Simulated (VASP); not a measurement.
Crystal: Fe.

```xyz
1
Lattice="-1.4330 1.4330 1.4330 1.4330 -1.4330 1.4330 1.4330 1.4330 -1.4330" Properties=species:S:1:pos:R:3 pbc="T T T"
Fe    0.0000    0.0000    0.0000
```

Base run:

| Item | Value |
| --- | --- |
| Program | VASP 6.6.1 |
| Functional | LDA |
| Potentials or basis | VASP PAW LDA potentials, release 64 (Fe) |
| Cutoff | 600 eV |
| k mesh | 12 × 12 × 12 |
| Occupations | fermi-dirac, width 0.1 eV |
| Spin | no spin polarisation |

Its results: pressure -37.8 GPa.

Problem. The run is repeated on the same cell with these changes: spin from no spin polarisation to collinear spin, ferromagnetic start; further incar settings from ALGO = Normal; EDIFF = 1e-06; NBANDS = 10 to ALGO = Normal; EDIFF = 1e-06; NBANDS = 14. What comes out?

Solution. Pressure -23.4 GPa; net moment 2.18 μB per cell; site moments Fe +2.15 μB.

Caveats: the cell stands under tension.
